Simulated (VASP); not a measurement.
# WC (Fm-3m) in VASP: a series of runs, part 2 of 2

VASP 6.6.1. Earlier steps stand in the parts before.

## Step 3: Single point, PBEsol

This run uses another cell than the first one, of 10.26 Å³/atom.

Input file INCAR:

```
SYSTEM = WC
ALGO     = Normal         ! electronic algorithm
EDIFF    = 1E-6           ! SCF threshold, eV
ENCUT    = 1300           ! plane-wave cutoff, eV
GGA      = PS             ! functional
GGA_COMPAT= .False.      
ISIF     = 2              ! what is computed and relaxed
ISMEAR   = 0              ! smearing method
LASPH    = .True.         ! aspherical terms in the spheres
LCHARG   = .False.        ! write CHGCAR
LREAL    = .False.        ! projectors in reciprocal space
LWAVE    = .False.        ! write WAVECAR
NBANDS   = 16             ! bands
NELM     = 120            ! most SCF steps
PREC     = Accurate       ! precision mode
SIGMA    = 0.1            ! smearing width, eV
```

Input file KPOINTS:

```
k-points
0
Gamma
  16 16 16
  0 0 0
```

Input file POSCAR:

```
WC
1.0
    0.0000000000      2.1726686273      2.1726686273
    2.1726686273      0.0000000000      2.1726686273
    2.1726686273      2.1726686273      0.0000000000
W C
1 1
Direct
    0.5000000000      0.5000000000      0.5000000000
    0.0000000000      0.0000000000      0.0000000000
```

Potentials or basis: VASP PAW PBE potentials, release 64 (W_sv, C_h).

Started as:

```console
cat potpaw_PBE.64/W_sv/POTCAR potpaw_PBE.64/C_h/POTCAR > POTCAR
mpirun -np 1 vasp_std > vasp.out
```

OUTCAR:

```text
SYSTEM = WC
   EDIFF = 1E-6
   ENCUT = 1300
   GGA = PS
   ISIF = 2
   ISMEAR = 0
   LASPH = .True.
   LREAL = .False.
   NELM = 120
   PREC = Accurate

 ion  position               nearest neighbor table
   1  0.500  0.500  0.500-   2 2.17   2 2.17   2 2.17   2 2.17   2 2.17   2 2.17
   2  0.000  0.000  0.000-   1 2.17   1 2.17   1 2.17   1 2.17   1 2.17   1 2.17

  LATTYP: Found a face centered cubic cell.
 ALAT       =     4.3453372546

  Lattice vectors:

 A1 = (   0.0000000000,   2.1726686273,   2.1726686273)
 A2 = (   2.1726686273,   0.0000000000,   2.1726686273)
 A3 = (   2.1726686273,   2.1726686273,   0.0000000000)

Analysis of symmetry for initial positions (statically):
=====================================================================
 Subroutine PRICEL returns:
 Original cell was already a primitive cell.

 Routine SETGRP: Setting up the symmetry group for a
 face centered cubic supercell.

 Subroutine GETGRP returns: Found 48 space group operations
 (whereof 48 operations were pure point group operations)
 out of a pool of 48 trial point group operations.

The static configuration has the point symmetry O_h .

[... 155 lines left out ...]
  ---------------------------------------------------
  free energy    TOTEN  =       -23.00602955 eV

  energy without entropy =      -23.00070328  energy(sigma->0) =      -23.00336641

 E-fermi :  13.0499     XC(G=0): -14.0345

 val. band max:       13.0482452170   @ k =  -0.3125   0.2500   0.0625
 cond. band min:      13.0541548167   @ k =   0.2500   0.0000   0.0000
 fundamental gap:      0.0059095997
 Fermi energy:        13.0498897480

 k-point     1 :       0.0000    0.0000    0.0000
  band No.  band energies     occupation
      1     -62.3475      2.00000
      2     -26.3411      2.00000
      3     -26.3411      2.00000
      4     -26.3411      2.00000
      5      -3.0112      2.00000
      6      10.1437      2.00000
[... 433 lines left out ...]
      3     -26.3592      2.00000
      4     -26.3435      2.00000
      5      -2.7088      2.00000
      6       9.3849      2.00000
[... 8 lines left out ...]
     15      23.3140      0.00000
     16      33.8467      0.00000

 [... further k-points ...]
[... 5 lines left out ...]
  --------------------------------------------------------------------------------------
  -------------------------------------------------------------------------------------
  Total        0.1311150      0.1311150      0.1311150      0.0000000      0.0000000      0.0000000
  in kB       10.2412397     10.2412397     10.2412397      0.0000000      0.0000000      0.0000000
  external PRESSURE =      10.2412397 kB  Pullay stress =       0.0000000 kB

 VOLUME and BASIS-vectors are now :
 -----------------------------------------------------------------------------
  energy-cutoff  :     1300.00
  volume of cell :       20.51
      direct lattice vectors                 reciprocal lattice vectors
     0.000000000  2.172668627  2.172668627    -0.230131735  0.230131735  0.230131735
     2.172668627  0.000000000  2.172668627     0.230131735 -0.230131735  0.230131735
     2.172668627  2.172668627  0.000000000     0.230131735  0.230131735 -0.230131735

 POSITION                                       TOTAL-FORCE (eV/Angst)
 -----------------------------------------------------------------------------------
      2.17267      2.17267      2.17267         0.000000     -0.000000     -0.000000
      0.00000      0.00000      0.00000        -0.000000      0.000000      0.000000
 -----------------------------------------------------------------------------------
    total drift:                                0.000000      0.000000      0.000000

  FREE ENERGIE OF THE ION-ELECTRON SYSTEM (eV)
  ---------------------------------------------------
  free  energy   TOTEN  =       -23.0060295497 eV

  energy  without entropy=      -23.0007032753  energy(sigma->0) =      -23.00336641
```

stdout:

```text
POSCAR found type information on POSCAR W C
 POSCAR found :  2 types and       2 ions
 scaLAPACK will be used
 -----------------------------------------------------------------------------
|                                                                             |
|                                                                             |
|     You enforced a specific xc type in the INCAR file but a different       |
|     I HOPE YOU KNOW WHAT YOU ARE DOING!                                     |
|                                                                             |
 -----------------------------------------------------------------------------

 LDA part: xc-table for (Slater+PW92), standard interpolation
 POSCAR, INCAR and KPOINTS ok, starting setup
 FFT: planning ... GRIDC
 FFT: planning ... GRID_SOFT
 FFT: planning ... GRID
 WAVECAR not read
 entering main loop
```

Wall time 63 s (1 thread of Intel Xeon Platinum 8488C (Sapphire Rapids), shared host); peak memory 0.35 GiB.

What came out:

* Free energy: -23.0060 eV
* Pressure: 1.0 GPa
* Band gap on the k mesh: zero (bands 9 and 10 overlap by 3.25 eV)

Levels at points of the mesh, in eV from the Fermi level:
| k point | band 5 | band 6 | band 7 | band 8 | band 9 | band 10 | band 11 | band 12 | band 13 | band 14 |
| --- | --- | --- | --- | --- | --- | --- | --- | --- | --- | --- |
| (0.00, 0.00, 0.00) | -16.06 | -2.91 | -2.91 | -2.91 | -1.12 | -1.12 | -1.12 | -1.04 | -1.04 | 6.80 |
| (0.50, 0.00, 0.00) | -11.22 | -10.09 | -6.81 | -6.81 | 1.06 | 1.06 | 2.41 | 4.90 | 9.08 | 9.08 |
| (0.50, 0.50, 0.00) | -13.81 | -6.05 | -5.69 | -2.56 | -2.56 | 0.86 | 2.35 | 2.35 | 5.65 | 7.62 |

Caveat: the PAW data sets were made with another functional, which shifts forces and pressure a little; spin-orbit coupling is left out, which moves the levels of the heavy elements.

The gap in the log of VASP goes by the Fermi energy; the results here count the filled bands.